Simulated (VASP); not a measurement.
A run of VASP 6.6.1 is set up as follows.

INCAR

```
SYSTEM = MnAl5
  ALGO = Fast
  EDIFF = 1E-6
  ENCUT = 520
  GGA = PE
  ISIF = 2
  ISMEAR = 0
  ISPIN = 2
  LASPH = .True.
  LCHARG = .False.
  LMAXMIX = 4
  LORBIT = 11
  LREAL = .False.
  LWAVE = .False.
  MAGMOM = 4 0 0 0 0 0
  NBANDS = 27
  NELM = 150
  PREC = Accurate
  SIGMA = 0.1
```

KPOINTS

```
k-points
0
Gamma
  6 6 4
  0 0 0
```

Contents of POSCAR:

```
MnAl5
1.0
    5.0896491900      0.0000000000      0.0000000000
   -2.5448245900      4.4077654900      0.0000000000
    0.0000000000      0.0000000000      4.2584751700
Mn Al
1 5
Direct
    0.0000000000      0.0000000000      0.0000000000
    0.3333333300      0.6666666700      0.0000000000
    0.6666666700      0.3333333300      0.0000000000
    0.5000000000      0.0000000000      0.5000000000
    0.5000000000      0.5000000000      0.5000000000
    0.0000000000      0.5000000000      0.5000000000
```

Potentials or basis: VASP PAW PBE potentials, release 64 (Mn_pv, Al).

Command:

```console
$ cat potpaw_PBE.64/Mn_pv/POTCAR potpaw_PBE.64/Al/POTCAR > POTCAR
$ mpirun -np 1 vasp_std > vasp.out
```

Question: Estimate the site moments.

Answer: Mn +3.67; Al -0.02, -0.01 (each value once) μB.

Question: Predict the net moment.

Answer: 3.51 μB per cell.

Stress tensor (GPa, compression positive):
```
 9.09  0.00  0.00
 0.00  9.09  0.00
 0.00  0.00 14.11
```

Caveat: the k points lie up to 0.37 Å⁻¹ apart.
